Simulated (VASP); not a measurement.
# MoSe2 (P6_3/mmc) in VASP: notebook, part 2 of 2

VASP 6.6.1. The steps go on from the part before.

## 3. Single point, r2SCAN

Contents of POSCAR:

```
MoSe2
1.0
    3.2482199929      0.0000000000      0.0000000000
   -1.6241099965      2.8130410309      0.0000000000
    0.0000000000      0.0000000000     12.7413709174
Mo Se
2 4
Direct
    0.3333333333      0.6666666667      0.2500000000
    0.6666666667      0.3333333333      0.7500000000
    0.3333333333      0.6666666667      0.6199191394
    0.6666666667      0.3333333333      0.1199191394
    0.3333333333      0.6666666667      0.8800808606
    0.6666666667      0.3333333333      0.3800808606
```

Contents of INCAR.step1:

```
SYSTEM = MoSe2
  PREC = Accurate
  ENCUT = 550
  ISMEAR = 0
  SIGMA = 0.02
  LREAL = .FALSE.
  LASPH = .TRUE.
  NELM = 120
  NBANDS = 35
  GGA = PE
  ALGO = Normal
  EDIFF = 1E-5
  LWAVE = .TRUE.
  LCHARG = .FALSE.
  GGA_COMPAT = .FALSE.
```

Contents of INCAR.step2:

```
SYSTEM = MoSe2
  PREC = Accurate
  ENCUT = 550
  EDIFF = 1E-6
  ISMEAR = 0
  SIGMA = 0.02
  LREAL = .FALSE.
  LASPH = .TRUE.
  NELM = 120
  ALGO = Normal
  ISIF = 2
  LWAVE = .FALSE.
  LCHARG = .FALSE.
  METAGGA = R2SCAN
  LMIXTAU = .TRUE.
  NBANDS = 35
  ISTART = 1
  GGA_COMPAT = .FALSE.
```

Contents of KPOINTS:

```
Automatic mesh
0
G
  12 12 2
  0 0 0
```

Potentials or basis: VASP PAW PBE potentials, release 64 (Mo_sv, Se).

The run is started by

```bash
$ cat potpaw_PBE.64/Mo_sv/POTCAR potpaw_PBE.64/Se/POTCAR > POTCAR
$ cp INCAR.step1 INCAR
$ mpirun -np 1 vasp_std > vasp.out
$ cp INCAR.step2 INCAR
$ mpirun -np 1 vasp_std > vasp.out
```

OUTCAR:

```text
SYSTEM = MoSe2
   PREC = Accurate
   ENCUT = 550
   EDIFF = 1E-6
   ISMEAR = 0
   LREAL = .FALSE.
   LASPH = .TRUE.
   NELM = 120
   ISIF = 2
   METAGGA = R2SCAN
   ISTART = 1

 ion  position               nearest neighbor table
   1  0.333  0.667  0.250-   4 2.50   6 2.50   4 2.50   6 2.50   4 2.50   6 2.50
   2  0.667  0.333  0.750-   3 2.50   5 2.50   3 2.50   5 2.50   3 2.50   5 2.50
   3  0.333  0.667  0.620-   2 2.50   2 2.50   2 2.50
   4  0.667  0.333  0.120-   1 2.50   1 2.50   1 2.50
   5  0.333  0.667  0.880-   2 2.50   2 2.50   2 2.50
   6  0.667  0.333  0.380-   1 2.50   1 2.50   1 2.50

  LATTYP: Found a hexagonal cell.
 ALAT       =     3.2482199929
 C/A-ratio  =     3.9225701908

  Lattice vectors:

 A1 = (   3.2482199929,   0.0000000000,   0.0000000000)
 A2 = (  -1.6241099965,   2.8130410309,   0.0000000000)
 A3 = (   0.0000000000,   0.0000000000,  12.7413709174)

Analysis of symmetry for initial positions (statically):
=====================================================================
 Subroutine PRICEL returns:
 Original cell was already a primitive cell.
[... 177 lines left out ...]
  free energy    TOTEN  =      -113.70665996 eV

  energy without entropy =     -113.70665996  energy(sigma->0) =     -113.70665996

 E-fermi :   6.9018     XC(G=0): -11.5366

 val. band max:        6.7738500092   @ k =   0.0000   0.0000   0.0000
 cond. band min:       7.7003226739   @ k =   0.1667   0.1667   0.0000
 fundamental gap:      0.9264726647
 Fermi energy:         6.9018371815

 k-point     1 :       0.0000    0.0000    0.0000
  band No.  band energies     occupation
      1     -56.3749      2.00000
      2     -56.3749      2.00000
      3     -29.8455      2.00000
      4     -29.8454      2.00000
      5     -29.6138      2.00000
      6     -29.6138      2.00000
[... 901 lines left out ...]
     34      10.5988      0.00000
     35      13.6787      0.00000

 [... further k-points ...]
[... 5 lines left out ...]
  --------------------------------------------------------------------------------------
  -------------------------------------------------------------------------------------
  Total        5.2885693      5.2885693      4.3917924     -0.0000000      0.0000000     -0.0000000
  in kB       72.7798445     72.7798445     60.4386461     -0.0000000      0.0000000     -0.0000000
  external PRESSURE =      68.6661117 kB  Pullay stress =       0.0000000 kB

 VOLUME and BASIS-vectors are now :
 -----------------------------------------------------------------------------
  energy-cutoff  :      550.00
  volume of cell :      116.42
      direct lattice vectors                 reciprocal lattice vectors
     3.248219993  0.000000000  0.000000000     0.307860921  0.177743586  0.000000000
    -1.624109997  2.813041031  0.000000000     0.000000000  0.355487172  0.000000000
     0.000000000  0.000000000 12.741370917     0.000000000  0.000000000  0.078484490

 POSITION                                       TOTAL-FORCE (eV/Angst)
 -----------------------------------------------------------------------------------
     -0.00000      1.87536      3.18534         0.000000      0.000000      0.000000
      1.62411      0.93768      9.55603         0.000000     -0.000000      0.000000
     -0.00000      1.87536      7.89862        -0.000000     -0.000000     -0.255792
      1.62411      0.93768      1.52793        -0.000000     -0.000000     -0.255792
     -0.00000      1.87536     11.21344        -0.000000     -0.000000      0.255792
      1.62411      0.93768      4.84275        -0.000000     -0.000000      0.255792
 -----------------------------------------------------------------------------------
    total drift:                               -0.000000      0.000000     -0.000000

  FREE ENERGIE OF THE ION-ELECTRON SYSTEM (eV)
  ---------------------------------------------------
  free  energy   TOTEN  =      -113.7066599605 eV

  energy  without entropy=     -113.7066599605  energy(sigma->0) =     -113.70665996
```

OUTCAR.step1:

```text
SYSTEM = MoSe2
   PREC = Accurate
   ENCUT = 550
   ISMEAR = 0
   LREAL = .FALSE.
   LASPH = .TRUE.
[... 1152 lines left out ...]
      1.62411      0.93768      1.52793         0.000000      0.000000     -0.517868
     -0.00000      1.87536     11.21344         0.000000     -0.000000      0.517868
      1.62411      0.93768      4.84275         0.000000      0.000000      0.517868
 -----------------------------------------------------------------------------------
    total drift:                               -0.000000      0.000000     -0.000000

  FREE ENERGIE OF THE ION-ELECTRON SYSTEM (eV)
  ---------------------------------------------------
  free  energy   TOTEN  =       -39.7149601866 eV

  energy  without entropy=      -39.7149601866  energy(sigma->0) =      -39.71496019
```

It took 12 min on 1 thread of Intel Xeon 6975P-C, shared host; peak memory 0.37 GiB.

What came out:

- Free energy: -113.7067 eV
- Pressure: 6.9 GPa
- Largest force: 0.256 eV/Å
- Band gap on the k mesh: 0.93 eV, indirect (least direct gap 1.63 eV)

Forces in eV/Å, atoms in the order of the input:
```
Mo   0.000  0.000  0.000
Mo   0.000  0.000  0.000
Se   0.000  0.000 -0.256
Se   0.000  0.000 -0.256
Se   0.000  0.000  0.256
Se   0.000  0.000  0.256
```

Stress tensor (GPa, compression positive):
```
7.28 0.00 0.00
0.00 7.28 0.00
0.00 0.00 6.04
```

Caveat: the PAW data sets were made with another functional, which shifts forces and pressure a little.

## 4. Relaxation of cell and atoms, LDA

This run uses another cell than the first one, of 19.72 Å³/atom, 1.017 times its volume.

Contents of INCAR:

```
SYSTEM = MoSe2
ALGO     = Normal         ! electronic algorithm
EDIFF    = 1E-7           ! SCF threshold, eV
EDIFFG   = -0.005         ! ionic threshold
ENCUT    = 500            ! plane-wave cutoff, eV
GGA_COMPAT= .FALSE.      
IBRION   = 2              ! ionic algorithm
ISIF     = 3              ! what is computed and relaxed
ISMEAR   = 0              ! smearing method
LASPH    = .TRUE.         ! aspherical terms in the spheres
LCHARG   = .FALSE.        ! write CHGCAR
LREAL    = .FALSE.        ! projectors in reciprocal space
LWAVE    = .FALSE.        ! write WAVECAR
NELM     = 120            ! most SCF steps
NELMIN   = 4            
NSW      = 70             ! ionic steps
PREC     = Accurate       ! precision mode
SIGMA    = 0.02           ! smearing width, eV
```

Contents of KPOINTS:

```
k-points
0
G
  12 12 2
  0 0 0
```

Contents of POSCAR:

```
MoSe2
1.0
    3.2761977964      0.0000000000      0.0000000000
   -1.6380988982      2.8372705195      0.0000000000
    0.0000000000      0.0000000000     12.7317697643
Mo Se
2 4
Direct
    0.3333333333      0.6666666667      0.2500000000
    0.6666666667      0.3333333333      0.7500000000
    0.3333333333      0.6666666667      0.6184761040
    0.6666666667      0.3333333333      0.1184761040
    0.3333333333      0.6666666667      0.8815238960
    0.6666666667      0.3333333333      0.3815238960
```

Potentials or basis: VASP PAW LDA potentials, release 64 (Mo_sv, Se).

The run is started by

```bash
$ cat potpaw_LDA.64/Mo_sv/POTCAR potpaw_LDA.64/Se/POTCAR > POTCAR
$ mpirun -np 1 vasp_std > vasp.out
```

Wall time 12 min (1 thread of Intel Xeon 6975P-C, shared host); peak memory 0.26 GiB.

The run converged. Its results:

```
Free energy                            : -45.2694 eV
Relaxed volume                         : 19.45 Å³/atom
Relaxed cell                           : a = 3.252 Å, b = 3.252 Å, c = 12.743 Å, α = 90.00°, β = 90.00°, γ = 120.00°
Space group after relaxing (to 0.05 Å) : P6_3/mmc (No. 194)
Energy gained by relaxing              : 4.5 meV/atom
Ionic steps                            : 14
Pressure after relaxing                : 0.0 GPa
Band gap on the k mesh                 : 0.75 eV, indirect (least direct gap 1.51 eV)
```

The path:
```
step  energy change (eV)  largest force (eV/Å)  pressure (GPa)  volume (Å³)
   1              0.0000                0.3841           -3.04       118.35
   2              0.0827                0.8713            6.87       112.05
   3             -0.0255                0.0021           -0.08       116.23
   4             -0.0255                0.0059           -0.02       116.19
   5             -0.0262                0.0202            0.06       116.08
   6             -0.0263                0.0263            0.07       116.05
   7             -0.0264                0.0290            0.01       116.17
   8             -0.0267                0.0351           -0.11       116.43
   9             -0.0267                0.0476           -0.36       116.96
  10             -0.0268                0.0404           -0.21       116.66
  11             -0.0268                0.0346           -0.19       116.67
  12             -0.0269                0.0173           -0.10       116.70
  13             -0.0270                0.0169            0.07       116.76
  14             -0.0270                0.0008            0.00       116.73
```

Final structure:
```
Mo Se
1.0
     3.25222    0.00000    0.00000
    -1.62611    2.81651    0.00000
     0.00000    0.00000   12.74335
Mo Se
2 4
Direct
  0.33333 0.66667 0.25000
  0.66667 0.33333 0.75000
  0.33333 0.66667 0.61971
  0.66667 0.33333 0.11971
  0.33333 0.66667 0.88029
  0.66667 0.33333 0.38029
```

Levels at points of the mesh, in eV from the valence-band top:
```csv
k point,band 22,band 23,band 24,band 25,band 26,band 27,band 28,band 29,band 30,band 31
"(0.00, 0.00, 0.00)",-1.53,-1.53,-1.27,-0.73,0.00,2.54,2.54,2.62,2.62,2.72
"(0.50, 0.00, 0.00)",-2.28,-1.26,-1.17,-1.16,-0.87,1.60,1.65,1.82,2.22,2.66
"(0.00, 0.00, 0.50)",-1.55,-1.55,-1.55,-0.18,-0.18,2.56,2.56,2.56,2.56,2.86
"(0.50, 0.00, 0.50)",-2.47,-1.20,-1.20,-1.02,-1.02,1.62,1.62,2.04,2.04,3.17
```

## 5. Summary

```tsv
task	level	potentials or basis	cell	cutoff (eV)	gap on the mesh (eV)	pressure (GPa)	largest force (eV/Å)
single point	LDA	VASP PAW LDA potentials, release 64 (Mo_sv, Se)	a = 3.248, b = 3.248, c = 12.741 Å, angles 90.0, 90.0, 120.0°, 6 atoms	500	0.75	0.6	0.08
single point	r2SCAN	VASP PAW PBE potentials, release 64 (Mo_sv, Se)	a = 3.248, b = 3.248, c = 12.741 Å, angles 90.0, 90.0, 120.0°, 6 atoms	550	0.93	6.9	0.26
relaxation of cell and atoms	LDA	VASP PAW LDA potentials, release 64 (Mo_sv, Se)	relaxed from a = 3.276, b = 3.276, c = 12.732 Å, angles 90.0, 90.0, 120.0°, 6 atoms	500	0.75	0.0	-
```

Alike in all rows: no spin polarisation; k mesh 12 × 12 × 2; smearing gaussian 0.02 eV.

Caveats: the PAW data sets were made with another functional, which shifts forces and pressure a little (some runs).

Total energies depend on the potentials used, so only differences within one code and one set of settings carry meaning.
